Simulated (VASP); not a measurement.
# AlIn2N3 (Cmc2_1) in VASP: notebook

The runs below take AlIn2N3 through single point, with PBE.

All numbers are computed with VASP 6.6.1; they aren't measurements. Logs are shortened: lines on timing, memory, paths and dates and some standing lists are left out, and cuts for length are marked.

## 1. The cell of the first run

Symmetry: Cmc2_1, No. 36, orthorhombic system. Conventional cell: a = 10.291 Å, b = 5.923 Å, c = 5.500 Å, α = 90.00°, β = 90.00°, γ = 90.00°. Al (site symmetry m) has 4 N at 1.91 to 1.92 Å within 2.5 Å. Within 2.9 Å of In (site symmetry 1) lie 4 N at 2.18 to 2.19 Å. N (site symmetry 1) has 1 Al at 1.91 Å and 3 In at 2.18 to 2.19 Å within 2.5 Å. Within 2.5 Å of N (site symmetry m) lie 2 Al at 1.91 to 1.92 Å and 2 In at 2.19 Å.

## 2. Single point, PBE

Contents of INCAR:

```
PREC = Accurate
ENCUT = 520
EDIFF = 1E-6
ISMEAR = 0
SIGMA = 0.02
LREAL = False
LASPH = True
NELM = 100
ALGO = Normal
ISIF = 2
LWAVE = False
LCHARG = True
GGA = PE
LELF = True
LVHAR = True
NBANDS = 56
```

Contents of KPOINTS:

```
Automatic mesh
0
Gamma
  6 6 6
```

Contents of POSCAR:

```
AlIn2N3
1.0
    5.1453312758     -2.9613842700      0.0000000000
    5.1453312758      2.9613842700      0.0000000000
    0.0000000000      0.0000000000      5.5002130714
Al In N
2 4 6
Direct
    0.3411420365      0.6588579635      0.9892213409
    0.6588579635      0.3411420365      0.4892213409
    0.9883762923      0.3354135962      0.9872496679
    0.6645864038      0.0116237077      0.9872496679
    0.0116237077      0.6645864038      0.4872496679
    0.3354135962      0.9883762923      0.4872496679
    0.9692138028      0.3329317556      0.3853874212
    0.6670682444      0.0307861972      0.3853874212
    0.0307861972      0.6670682444      0.8853874212
    0.3329317556      0.9692138028      0.8853874212
    0.3682931191      0.6317068809      0.3375044809
    0.6317068809      0.3682931191      0.8375044809
```

Potentials or basis: VASP PAW PBE potentials, release 64 (Al, In_d, N).

On the command line:

```sh
> cat potpaw_PBE.64/Al/POTCAR potpaw_PBE.64/In_d/POTCAR potpaw_PBE.64/N/POTCAR > POTCAR
> mpirun -np 1 vasp_std > vasp.out
```

OUTCAR:

```text
PREC = Accurate
   ENCUT = 520
   EDIFF = 1E-6
   ISMEAR = 0
   LREAL = False
   LASPH = True
   NELM = 100
   ISIF = 2
   GGA = PE

 ion  position               nearest neighbor table
   1  0.341  0.659  0.989-   9 1.91  10 1.91  12 1.91  11 1.92   3 3.32   4 3.32   2 3.33   2 3.33
                             5 3.36   6 3.36   6 3.37   5 3.37   3 3.47   4 3.47   4 3.48   3 3.48
   2  0.659  0.341  0.489-   7 1.91   8 1.91  11 1.91  12 1.92   6 3.32   5 3.32   1 3.33   1 3.33
                             3 3.36   4 3.36   4 3.37   3 3.37   5 3.47   6 3.47   6 3.48   5 3.48
   3  0.988  0.335  0.987-   9 2.18  10 2.18  12 2.19   7 2.19   1 3.32   4 3.33   2 3.36   2 3.37
                             5 3.42   5 3.42   6 3.43   6 3.43   4 3.47   4 3.47   1 3.47   1 3.48
   4  0.665  0.012  0.987-  10 2.18   9 2.18  12 2.19   8 2.19   1 3.32   3 3.33   2 3.36   2 3.37
                             6 3.42   6 3.42   5 3.43   5 3.43   3 3.47   3 3.47   1 3.47   1 3.48
   5  0.012  0.665  0.487-   7 2.18   8 2.18  11 2.19   9 2.19   2 3.32   6 3.33   1 3.36   1 3.37
                             3 3.42   3 3.42   4 3.43   4 3.43   6 3.47   6 3.47   2 3.47   2 3.48
   6  0.335  0.988  0.487-   8 2.18   7 2.18  11 2.19  10 2.19   2 3.32   5 3.33   1 3.36   1 3.37
                             4 3.42   4 3.42   3 3.43   3 3.43   5 3.47   5 3.47   2 3.47   2 3.48
   7  0.969  0.333  0.385-   2 1.91   5 2.18   6 2.18   3 2.19
   8  0.667  0.031  0.385-   2 1.91   6 2.18   5 2.18   4 2.19
   9  0.031  0.667  0.885-   1 1.91   3 2.18   4 2.18   5 2.19
  10  0.333  0.969  0.885-   1 1.91   4 2.18   3 2.18   6 2.19
  11  0.368  0.632  0.338-   2 1.91   1 1.92   5 2.19   6 2.19
  12  0.632  0.368  0.838-   1 1.91   2 1.92   3 2.19   4 2.19

  LATTYP: Found a base centered orthorhombic cell.
 ALAT       =     5.9227685400
 B/A-ratio  =     1.7374750477
 C/A-ratio  =     0.9286557518

  Lattice vectors:

 A1 = (  -5.1453312758,  -2.9613842700,   0.0000000000)
 A2 = (   5.1453312758,  -2.9613842700,   0.0000000000)
 A3 = (   0.0000000000,   0.0000000000,   5.5002130714)

Analysis of symmetry for initial positions (statically):
=====================================================================
 Subroutine PRICEL returns:
 Original cell was already a primitive cell.

 Routine SETGRP: Setting up the symmetry group for a
 base centered orthorhombic supercell.

 Subroutine GETGRP returns: Found  4 space group operations
 (whereof  2 operations were pure point group operations)
 out of a pool of  8 trial point group operations.

The static configuration has the point symmetry C_1h.
 The point group associated with its full space group is C_2v.

Analysis of symmetry for dynamics (positions and initial velocities):
=====================================================================
 Subroutine PRICEL returns:
 Original cell was already a primitive cell.

 Routine SETGRP: Setting up the symmetry group for a
 base centered orthorhombic supercell.

 Subroutine GETGRP returns: Found  4 space group operations
 (whereof  2 operations were pure point group operations)
 out of a pool of  8 trial point group operations.

The dynamic configuration has the point symmetry C_1h.
 The point group associated with its full space group is C_2v.

 Subroutine INISYM returns: Found  4 space group operations
 (whereof  2 operations are pure point group operations),
 and found     1 'primitive' translations

----------------------------------------------------------------------------------------

                                     Primitive cell

  volume of cell :     167.6168

  direct lattice vectors                    reciprocal lattice vectors
     5.145331276 -2.961384270  0.000000000     0.097175473 -0.168839959  0.000000000
     5.145331276  2.961384270  0.000000000     0.097175473  0.168839959  0.000000000
     0.000000000  0.000000000  5.500213071     0.000000000  0.000000000  0.181811138

  length of vectors
     5.936685164  5.936685164  5.500213071     0.194807609  0.194807609  0.181811138

  position of ions in fractional coordinates (direct lattice)
     0.341142037  0.658857963  0.989221341
     0.658857963  0.341142037  0.489221341
     0.988376292  0.335413596  0.987249668
     0.664586404  0.011623708  0.987249668
     0.011623708  0.664586404  0.487249668
     0.335413596  0.988376292  0.487249668
     0.969213803  0.332931756  0.385387421
     0.667068244  0.030786197  0.385387421
     0.030786197  0.667068244  0.885387421
     0.332931756  0.969213803  0.885387421
     0.368293119  0.631706881  0.337504481
     0.631706881  0.368293119  0.837504481
[... 27 lines left out ...]
     0.016195912 -0.028139993  0.000000000     0.166666667  0.000000000  0.000000000
     0.016195912  0.028139993  0.000000000     0.000000000  0.166666667  0.000000000
     0.000000000  0.000000000  0.030301856     0.000000000  0.000000000  0.166666667

  Length of vectors
     0.032467935  0.032467935  0.030301856

  Shift w.r.t. Gamma in fractional coordinates (k-lattice)
     0.000000000  0.000000000  0.000000000

 Subroutine IBZKPT returns following result:
 ===========================================

 Found     52 irreducible k-points:

 Following reciprocal coordinates:
            Coordinates               Weight
  0.000000  0.000000  0.000000      1.000000
  0.166667  0.000000  0.000000      4.000000
  0.333333  0.000000  0.000000      4.000000
  0.500000  0.000000  0.000000      2.000000
  0.166667  0.166667  0.000000      2.000000
  0.333333  0.166667  0.000000      4.000000
[... 16 lines left out ...]
  0.333333  0.333333  0.166667      4.000000
  0.500000  0.333333  0.166667      8.000000
 [... further k-points ...]
   k-points           NKPTS =     52   k-points in BZ     NKDIM =     52   number of bands    NBANDS=     56
   number of dos      NEDOS =    301   number of ions     NIONS =     12
   total plane-waves  NPLWV =  96768
   dimension x,y,z NGX =    48 NGY =   48 NGZ =   42
   dimension x,y,z NGXF=    96 NGYF=   96 NGZF=   84
   ions per type =               2   4   6
   NGX,Y,Z   is equivalent  to a cutoff of  13.44, 13.44, 12.69 a.u.
   NGXF,Y,Z  is equivalent  to a cutoff of  26.88, 26.88, 25.39 a.u.
 SYSTEM =  unknown system
   PREC   = accura    normal or accurate (medium, high low for compatibility)
   ISTART =      0    job   : 0-new  1-cont  2-samecut
   ICHARG =      2    charge: 1-file 2-atom 10-const
   ISPIN  =      1    spin polarized calculation?
   LNONCOLLINEAR =      F non collinear calculations
   LSORBIT =      F    spin-orbit coupling
   LASPH  =      T    aspherical Exc in radial PAW
   ENCUT  =  520.0 eV  38.22 Ry    6.18 a.u.  11.04 11.04 10.23*2*pi/ulx,y,z
   NELM   =    100;   NELMIN=  2; NELMDL= -5     # of ELM steps
   EDIFF  = 0.1E-05   stopping-criterion for ELM
   LREAL  =      F    real-space projection
   EDIFFG = 0.1E-04   stopping-criterion for IOM
   NSW    =      0    number of steps for IOM
   IBRION =     -1    ionic relax: 0-MD 1-quasi-New 2-CG
   NFREE  =      0    steps in history (QN), initial steepest desc. (CG)
   ISIF   =      2    stress and relaxation
   ISYM   =      2    0-nonsym 1-usesym 2-fastsym
   POTIM  = 0.5000    time-step for ionic-motion
   TEBEG  =    0.0;   TEEND  =   0.0 temperature during run
   PSTRESS=    0.0 pullay stress
   NELECT =      88.0000    total number of electrons
   NUPDOWN=      -1.0000    fix difference up-down
   EMIN   =  10.00;   EMAX   =-10.00  energy-range for DOS
   EFERMI =   0.00;   METHOD = LEGACY
   ISMEAR =     0;   SIGMA  =   0.02  broadening in eV -4-tet -1-fermi 0-gaus
   EFERMI_NEDOS =   21; number of points for ismear=-14 and -15
   IALGO  =     38    algorithm
   IMIX   =      4    mixing-type and parameters
     AMIX     =   0.40;   BMIX     =  1.00
     AMIX_MAG =   1.60;   BMIX_MAG =  1.00
  volume/ion in A,a.u.               =      13.97        94.26
  Fermi-wavevector in a.u.,A,eV,Ry     =   1.320677  2.495717 23.731104  1.744187
  Thomas-Fermi vector in A             =   2.450486
   LORBIT       =      0    0 simple, 1 ext, 2 COOP (PROOUT), +10 PAW based schemes
   GGA     = PE    functional components
   LHFCALC =     F    Hartree Fock is set to
   AEXX    =    0.0000 exact exchange contribution
   IVDW    =     0    specifies the selected vdW correction
   LEPSILON=     F    determine dielectric tensor
   LRPA    =     F    only Hartree local field effects (RPA)
 non-spin polarized calculation
 Gauss-broadening in eV      SIGMA  =   0.02
  energy-cutoff  :      520.00
  volume of cell :      167.62
 maximum number of plane-waves:      4547
 NGX is ok and might be reduce to    48
   NGX = 23   NGY = 23   NGZ = 21

 number of electron      88.0000022 magnetization

 Free energy of the ion-electron system (eV)
  ---------------------------------------------------
  ext. energy  EPLUGINS =         0.00000000
  ---------------------------------------------------
  free energy    TOTEN  =       -72.41269453 eV

  energy without entropy =      -72.41269453  energy(sigma->0) =      -72.41269453

 E-fermi :   6.2479     XC(G=0): -10.7391

 val. band max:        6.1297506567   @ k =   0.0000   0.0000   0.0000
 cond. band min:       7.0115592088   @ k =   0.0000   0.0000   0.0000
 fundamental gap:      0.8818085521
 Fermi energy:         6.2479074125

 k-point     1 :       0.0000    0.0000    0.0000
  band No.  band energies     occupation
      1      -8.3519      2.00000
      2      -8.3028      2.00000
      3      -8.1187      2.00000
      4      -8.1110      2.00000
      5      -7.9486      2.00000
      6      -7.7834      2.00000
[... 1405 lines left out ...]
     55      14.3622      0.00000
     56      14.6792      0.00000

 [... further k-points ...]
[... 5 lines left out ...]
  --------------------------------------------------------------------------------------
  -------------------------------------------------------------------------------------
  Total        0.0715010      0.0782460      0.0604705      0.0000000      0.0000000      0.0000000
  in kB        0.6834478      0.7479195      0.5780117      0.0000000      0.0000000      0.0000000
  external PRESSURE =       0.6697930 kB  Pullay stress =       0.0000000 kB

 VOLUME and BASIS-vectors are now :
 -----------------------------------------------------------------------------
  energy-cutoff  :      520.00
  volume of cell :      167.62
      direct lattice vectors                 reciprocal lattice vectors
     5.145331276 -2.961384270  0.000000000     0.097175473 -0.168839959  0.000000000
     5.145331276  2.961384270  0.000000000     0.097175473  0.168839959  0.000000000
     0.000000000  0.000000000  5.500213071     0.000000000  0.000000000  0.181811138

 POSITION                                       TOTAL-FORCE (eV/Angst)
 -----------------------------------------------------------------------------------
      5.14533      0.94088      5.44093        -0.000000      0.000508     -0.002364
      5.14533     -0.94088      2.69082        -0.000000     -0.000508     -0.002364
      6.81134     -1.93367      5.43008        -0.000128     -0.000041     -0.001107
      3.47933     -1.93367      5.43008         0.000128     -0.000041     -0.001107
      3.47933      1.93367      2.67998         0.000128      0.000041     -0.001107
      6.81134      1.93367      2.67998        -0.000128      0.000041     -0.001107
      6.69997     -1.88428      2.11971        -0.028065      0.017174      0.011613
      3.59069     -1.88428      2.11971         0.028065      0.017174      0.011613
      3.59069      1.88428      4.86982         0.028065     -0.017174      0.011613
      6.69997      1.88428      4.86982        -0.028065     -0.017174      0.011613
      5.14533      0.78007      1.85635        -0.000000     -0.026823     -0.018648
      5.14533     -0.78007      4.60645        -0.000000      0.026823     -0.018648
 -----------------------------------------------------------------------------------
    total drift:                               -0.000000      0.000000      0.002363

  FREE ENERGIE OF THE ION-ELECTRON SYSTEM (eV)
  ---------------------------------------------------
  free  energy   TOTEN  =       -72.4126945312 eV

  energy  without entropy=      -72.4126945312  energy(sigma->0) =      -72.41269453
```

It took 8.6 min on 1 thread of Intel Xeon Platinum 8375C at 2.90GHz (Ice Lake), shared host; peak memory 0.55 GiB.

What came out:

| Quantity | Value |
| --- | --- |
| Free energy | -72.4127 eV |
| Pressure | 0.1 GPa |
| Largest force | 0.035 eV/Å |
| Band gap on the k mesh | 0.88 eV |

Forces in eV/Å, atoms in the order of the input:
```
Al   0.000  0.001 -0.002
Al   0.000 -0.001 -0.002
In   0.000  0.000 -0.001
In   0.000  0.000 -0.001
In   0.000  0.000 -0.001
In   0.000  0.000 -0.001
N   -0.028  0.017  0.012
N    0.028  0.017  0.012
N    0.028 -0.017  0.012
N   -0.028 -0.017  0.012
N    0.000 -0.027 -0.019
N    0.000  0.027 -0.019
```

Caveat: spin-orbit coupling is left out, which moves the levels of the heavy elements.

## 3. Single point, PBE

This run uses another cell than the first one, of 13.01 Å³/atom.

Contents of INCAR:

```
PREC = Accurate ; ENCUT = 520
EDIFF = 1E-7 ; ISMEAR = 0
SIGMA = 0.02 ; LREAL = F
LASPH = T ; NELM = 80
ALGO = Normal ; ISIF = 2
LWAVE = F ; LCHARG = F
GGA = PE ; NBANDS = 56
```

KPOINTS is that of step 2.

Contents of POSCAR:

```
AlIn2N3
1.0
    5.0307731102     -2.8932756553      0.0000000000
    5.0307731102      2.8932756553      0.0000000000
    0.0000000000      0.0000000000      5.3611442611
Al In N
2 4 6
Direct
    0.3402855634      0.6597144366      0.9891069044
    0.6597144366      0.3402855634      0.4891069044
    0.9866911916      0.3365156617      0.9865878008
    0.6634843383      0.0133088084      0.9865878008
    0.0133088084      0.6634843383      0.4865878008
    0.3365156617      0.9866911916      0.4865878008
    0.9702917082      0.3320414766      0.3863500422
    0.6679585234      0.0297082918      0.3863500422
    0.0297082918      0.6679585234      0.8863500422
    0.3320414766      0.9702917082      0.8863500422
    0.3694933187      0.6305066813      0.3370174096
    0.6305066813      0.3694933187      0.8370174096
```

Potentials or basis: VASP PAW PBE potentials, release 64 (Al, In_d, N).

On the command line:

```sh
> cat potpaw_PBE.64/Al/POTCAR potpaw_PBE.64/In_d/POTCAR potpaw_PBE.64/N/POTCAR > POTCAR
> mpirun -np 1 vasp_std > vasp.out
```

It took 18 min on 1 thread of Intel Xeon 8259CL, shared host; peak memory 0.52 GiB.

Results (log left out):

```
Free energy            : -71.9928 eV
Pressure               : 12.1 GPa
Largest force          : 0.038 eV/Å
Band gap on the k mesh : 1.19 eV
```

Forces in eV/Å, atoms in the order of the input:
```
Al   0.000  0.001  0.000
Al   0.000 -0.001  0.000
In   0.005 -0.001 -0.003
In  -0.005 -0.001 -0.003
In  -0.005  0.001 -0.003
In   0.005  0.001 -0.003
N   -0.031  0.017  0.014
N    0.031  0.017  0.014
N    0.031 -0.017  0.014
N   -0.031 -0.017  0.014
N    0.000 -0.029 -0.024
N    0.000  0.029 -0.024
```

Levels at points of the mesh, in eV from the valence-band top:
```tsv
k point	band 40	band 41	band 42	band 43	band 44	band 45	band 46	band 47	band 48	band 49
(0.00, 0.00, 0.00)	-0.64	-0.64	-0.06	-0.02	0.00	1.19	3.80	5.08	5.42	6.43
(0.50, 0.00, 0.00)	-0.92	-0.81	-0.68	-0.67	-0.44	3.86	3.91	5.01	5.13	5.71
(0.50, 0.50, 0.00)	-1.02	-0.83	-0.78	-0.54	-0.41	3.84	3.96	4.60	5.47	5.60
(0.00, 0.00, 0.50)	-0.71	-0.35	-0.35	-0.25	-0.25	3.48	3.48	6.23	6.23	6.30
(0.50, 0.00, 0.50)	-1.27	-1.02	-1.02	-0.95	-0.95	4.20	4.20	4.72	4.72	5.41
(0.50, 0.50, 0.50)	-1.30	-1.06	-1.06	-0.76	-0.76	4.23	4.23	4.81	4.81	5.25
```

Caveat: the cell stands under pressure; spin-orbit coupling is left out, which moves the levels of the heavy elements.
